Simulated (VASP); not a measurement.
# MgO (P6_3mc) in VASP: further runs, part 2 of 2

VASP 6.6.1. Earlier steps stand in the parts before.

### Step 6. Single point, PBE (c/a of the conventional cell at fixed volume 1.8538)

File INCAR:

```
ALGO     = Normal         # electronic algorithm
EDIFF    = 1E-6           # SCF threshold, eV
ENCUT    = 520            # plane-wave cutoff, eV
GGA      = PE             # functional
ISIF     = 2              # what is computed and relaxed
ISMEAR   = 0              # smearing method
LASPH    = True           # aspherical terms in the spheres
LCHARG   = False          # write CHGCAR
LREAL    = False          # projectors in reciprocal space
LWAVE    = False          # write WAVECAR
NBANDS   = 16             # bands
NELM     = 80             # most SCF steps
PREC     = Accurate       # precision mode
SIGMA    = 0.05           # smearing width, eV
```

File KPOINTS:

```
k-points
0
Gamma
  9 9 6
```

File POSCAR:

```
MgO
1.0
    3.1197997655      0.0000000000      0.0000000000
   -1.5598998828      2.7018258517      0.0000000000
    0.0000000000      0.0000000000      5.7834848054
Mg O
2 2
Direct
    0.3333333333      0.6666666667      0.0356068245
    0.6666666667      0.3333333333      0.5356068245
    0.3333333333      0.6666666667      0.3982811987
    0.6666666667      0.3333333333      0.8982811987
```

Potentials or basis: VASP PAW PBE potentials, release 64 (Mg, O).

The run is started by

```sh
$ cat potpaw_PBE.64/Mg/POTCAR potpaw_PBE.64/O/POTCAR > POTCAR
$ mpirun -np 1 vasp_std > vasp.out
```

OUTCAR:

```text
EDIFF = 1E-6
   ENCUT = 520
   GGA = PE
   ISIF = 2
   ISMEAR = 0
   LASPH = True
   LREAL = False
   NELM = 80
   PREC = Accurate

 ion  position               nearest neighbor table
   1  0.333  0.667  0.036-   4 1.97   4 1.97   4 1.97   3 2.10   2 3.41   2 3.41   2 3.41   2 3.41
                             2 3.41   2 3.41
   2  0.667  0.333  0.536-   3 1.97   3 1.97   3 1.97   4 2.10   1 3.41   1 3.41   1 3.41   1 3.41
                             1 3.41   1 3.41
   3  0.333  0.667  0.398-   2 1.97   2 1.97   2 1.97   1 2.10
   4  0.667  0.333  0.898-   1 1.97   1 1.97   1 1.97   2 2.10

  LATTYP: Found a hexagonal cell.
 ALAT       =     3.1197997655
 C/A-ratio  =     1.8538000000

  Lattice vectors:

 A1 = (   3.1197997655,   0.0000000000,   0.0000000000)
 A2 = (  -1.5598998828,   2.7018258517,   0.0000000000)
 A3 = (   0.0000000000,   0.0000000000,   5.7834848054)

Analysis of symmetry for initial positions (statically):
=====================================================================
 Subroutine PRICEL returns:
 Original cell was already a primitive cell.

 Routine SETGRP: Setting up the symmetry group for a
 hexagonal supercell.

 Subroutine GETGRP returns: Found 12 space group operations
 (whereof  6 operations were pure point group operations)
 out of a pool of 24 trial point group operations.

The static configuration has the point symmetry C_3v.
 The point group associated with its full space group is C_6v.

Analysis of symmetry for dynamics (positions and initial velocities):
=====================================================================
 Subroutine PRICEL returns:
 Original cell was already a primitive cell.

 Routine SETGRP: Setting up the symmetry group for a
 hexagonal supercell.

 Subroutine GETGRP returns: Found 12 space group operations
 (whereof  6 operations were pure point group operations)
 out of a pool of 24 trial point group operations.
[... 127 lines left out ...]
  volume/ion in A,a.u.               =      12.19        82.25
  Fermi-wavevector in a.u.,A,eV,Ry     =   1.129250  2.133974 17.350238  1.275207
  Thomas-Fermi vector in A             =   2.265943
   LORBIT       =      0    0 simple, 1 ext, 2 COOP (PROOUT), +10 PAW based schemes
   GGA     = PE    functional components
   LHFCALC =     F    Hartree Fock is set to
   AEXX    =    0.0000 exact exchange contribution
   IVDW    =     0    specifies the selected vdW correction
   LEPSILON=     F    determine dielectric tensor
   LRPA    =     F    only Hartree local field effects (RPA)
 non-spin polarized calculation
 Gauss-broadening in eV      SIGMA  =   0.05
  energy-cutoff  :      520.00
  volume of cell :       48.75
 maximum number of plane-waves:      1328
 NGX is ok and might be reduce to    24

 number of electron      15.9999992 magnetization

 Free energy of the ion-electron system (eV)
  ---------------------------------------------------
  ext. energy  EPLUGINS =         0.00000000
  ---------------------------------------------------
  free energy    TOTEN  =       -23.12653699 eV

  energy without entropy =      -23.12653699  energy(sigma->0) =      -23.12653699

 E-fermi :   1.1740     XC(G=0):  -9.6180

 val. band max:        0.9588605636   @ k =   0.0000   0.0000   0.0000
 cond. band min:       4.0351475893   @ k =   0.0000   0.0000   0.0000
 fundamental gap:      3.0762870257
 Fermi energy:         1.1740255337

 k-point     1 :       0.0000    0.0000    0.0000
  band No.  band energies     occupation
      1     -15.1368      2.00000
      2     -14.6574      2.00000
      3      -2.5913      2.00000
      4       0.2924      2.00000
      5       0.8617      2.00000
      6       0.8617      2.00000
[... 433 lines left out ...]
      3      -1.3705      2.00000
      4      -0.9782      2.00000
      5      -0.9782      2.00000
      6      -0.6461      2.00000
[... 8 lines left out ...]
     15      14.7682      0.00000
     16      18.1189      0.00000

 [... further k-points ...]

------------------------ aborting loop because EDIFF is reached ----------------------------------------

  FORCE on cell =-STRESS in cart. coord.  units (eV):
  Direction    XX          YY          ZZ          XY          YZ          ZX
  --------------------------------------------------------------------------------------
  -------------------------------------------------------------------------------------
  Total        2.9380161      2.9380161     -5.2948796     -0.0000000      0.0000000      0.0000000
  in kB       96.5586278     96.5586278   -174.0175288     -0.0000000      0.0000000      0.0000000
  external PRESSURE =       6.3665756 kB  Pullay stress =       0.0000000 kB

 VOLUME and BASIS-vectors are now :
 -----------------------------------------------------------------------------
  energy-cutoff  :      520.00
  volume of cell :       48.75
      direct lattice vectors                 reciprocal lattice vectors
     3.119799765  0.000000000  0.000000000     0.320533392  0.185060040  0.000000000
    -1.559899883  2.701825852  0.000000000     0.000000000  0.370120080  0.000000000
     0.000000000  0.000000000  5.783484805     0.000000000  0.000000000  0.172906134

 POSITION                                       TOTAL-FORCE (eV/Angst)
 -----------------------------------------------------------------------------------
     -0.00000      1.80122      0.20593         0.000000      0.000000      0.137848
      1.55990      0.90061      3.09767        -0.000000      0.000000      0.137848
     -0.00000      1.80122      2.30345         0.000000     -0.000000     -0.137848
      1.55990      0.90061      5.19520        -0.000000      0.000000     -0.137848
 -----------------------------------------------------------------------------------
    total drift:                               -0.000000      0.000000     -0.002224

  FREE ENERGIE OF THE ION-ELECTRON SYSTEM (eV)
  ---------------------------------------------------
  free  energy   TOTEN  =       -23.1265369866 eV

  energy  without entropy=      -23.1265369866  energy(sigma->0) =      -23.12653699
```

stdout:

```text
POSCAR found type information on POSCAR MgO
 POSCAR found :  2 types and       4 ions
 scaLAPACK will be used
 LDA part: xc-table for (Slater+PW92), standard interpolation
 POSCAR, INCAR and KPOINTS ok, starting setup
 FFT: planning ... GRIDC
 FFT: planning ... GRID_SOFT
 FFT: planning ... GRID
 WAVECAR not read
 entering main loop
```

It took 26 s on 1 thread of Intel Xeon 6975P-C (Granite Rapids), shared host; peak memory 0.18 GiB.

What came out:

| Quantity | Value |
| --- | --- |
| Free energy | -23.1265 eV |
| Pressure | 0.6 GPa |
| Largest force | 0.138 eV/Å |
| Band gap on the k mesh | 3.08 eV, direct |

Forces in eV/Å, atoms in the order of the input:
```
Mg   0.000  0.000  0.138
Mg   0.000  0.000  0.138
O    0.000  0.000 -0.138
O    0.000  0.000 -0.138
```

### Step 7. Overview

| cell | gap on the mesh (eV) | pressure (GPa) | largest force (eV/Å) |
| --- | --- | --- | --- |
| a = 3.245, b = 3.245, c = 5.347 Å, angles 90.0, 90.0, 120.0°, 4 atoms | 3.27 | 3.4 | 0.86 |
| a = 3.392, b = 3.392, c = 4.891 Å, angles 90.0, 90.0, 120.0°, 4 atoms | 3.22 | -1.3 | 0.37 |
| a = 3.120, b = 3.120, c = 5.783 Å, angles 90.0, 90.0, 120.0°, 4 atoms | 3.08 | 0.6 | 0.14 |

Some of these runs hold the atoms at other places in the same cell, which the table doesn't show; runs alike in all that it shows share one row.

Alike in all rows: task single point; level PBE; potentials or basis VASP PAW PBE potentials, release 64 (Mg, O); no spin polarisation; k mesh 9 × 9 × 6; cutoff (eV) 520; smearing gaussian 0.05 eV.

Absolute energies hang on the potentials; compare differences alone.
